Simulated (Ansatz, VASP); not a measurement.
Given: the input of a run of Ansatz 0.2.0 on TePb.

File input.yaml:

```yaml
crystal:
  lattice:
    - [4.0287929844, 0.0, 0.0]
    - [0.0, 4.0287929844, 0.0]
    - [0.0, 0.0, 4.0287929844]
  atoms:
    - { symbol: Pb, position: [0.0, 0.0, 0.0] }
    - { symbol: Te, position: [0.5, 0.5, 0.5] }
hamiltonian:
  xc: b3lyp
  pseudopotentials: { kind: paw }
kpoints:
  mp_grid: { grid: [4, 4, 4] }
scf:
  occupations: { method: fermi_dirac, width: 0.05 }
output:
  forces: true
  stress: true
  eigenvalues: true
```

Potentials or basis: Ansatz PAW.

The run is started by

```sh
$ ansatz run input.yaml --threads 2 --pin off --max-ram 5632MiB --backend cpu --events-out ev --progress --plain --runs-dir out
```

Problem. Set up the same calculation for VASP 6.6.1. Potentials there: VASP PAW PBE potentials, release 64 (Pb_d, Te).

Solution. As run (the cutoff follows the program's own potentials):

The input POSCAR:

```
TePb
1.0
    4.0287929844      0.0000000000      0.0000000000
    0.0000000000      4.0287929844      0.0000000000
    0.0000000000      0.0000000000      4.0287929844
Pb Te
1 1
Direct
    0.0000000000      0.0000000000      0.0000000000
    0.5000000000      0.5000000000      0.5000000000
```

The input INCAR.step1:

```
SYSTEM = TePb
ALGO     = Normal         ! electronic algorithm
EDIFF    = 1E-5           ! SCF threshold, eV
ENCUT    = 520            ! plane-wave cutoff, eV
GGA      = PE             ! functional
ISIF     = 2              ! what is computed and relaxed
ISMEAR   = -1             ! smearing method
LASPH    = .TRUE.         ! aspherical terms in the spheres
LCHARG   = .FALSE.        ! write CHGCAR
LREAL    = .FALSE.        ! projectors in reciprocal space
LWAVE    = .TRUE.         ! write WAVECAR
NBANDS   = 17             ! bands
NELM     = 80             ! most SCF steps
PREC     = Accurate       ! precision mode
SIGMA    = 0.05           ! smearing width, eV
```

INCAR.step2

```
SYSTEM = TePb
AEXX     = 0.2            ! exact-exchange fraction
AGGAC    = 0.81         
AGGAX    = 0.72         
ALDAC    = 0.19         
ALGO     = Normal         ! electronic algorithm
EDIFF    = 1E-7           ! SCF threshold, eV
ENCUT    = 520            ! plane-wave cutoff, eV
GGA      = B3             ! functional
ISIF     = 2              ! what is computed and relaxed
ISMEAR   = -1             ! smearing method
ISTART   = 1            
LASPH    = .TRUE.         ! aspherical terms in the spheres
LCHARG   = .FALSE.        ! write CHGCAR
LHFCALC  = .TRUE.         ! exact exchange
LREAL    = .FALSE.        ! projectors in reciprocal space
LWAVE    = .FALSE.        ! write WAVECAR
NBANDS   = 17             ! bands
NELM     = 80             ! most SCF steps
PREC     = Accurate       ! precision mode
PRECFOCK = Normal       
SIGMA    = 0.05           ! smearing width, eV
```

File KPOINTS:

```
k-points
0
G
  4 4 4
  0 0 0
```

Potentials or basis: VASP PAW PBE potentials, release 64 (Pb_d, Te).

The run is started by

```sh
$ cat potpaw_PBE.64/Pb_d/POTCAR potpaw_PBE.64/Te/POTCAR > POTCAR
$ cp INCAR.step1 INCAR
$ mpirun -np 1 vasp_std > vasp.out
$ cp INCAR.step2 INCAR
$ mpirun -np 1 vasp_std > vasp.out
```

Both were run:

|  | VASP | Ansatz | Ansatz less VASP |
| --- | --- | --- | --- |
| gap on the k mesh at the Fermi level (eV) | none | none | - |
| pressure (GPa) | 1.8 | 1.9 | +0.06 |

VASP's potentials were made for PBE, not for B3LYP. A gap of «none» marks a metal or a gap that the smearing closes. With one functional, cell and mesh, what is left measures potentials, basis and numerics. VASP's potentials hold 20 valence electrons a cell and Ansatz's 30, so a difference there can come from the potentials and not from the codes.

The k mesh is coarse, so the values compare programs but aren't converged. Neither program's run includes spin-orbit coupling.
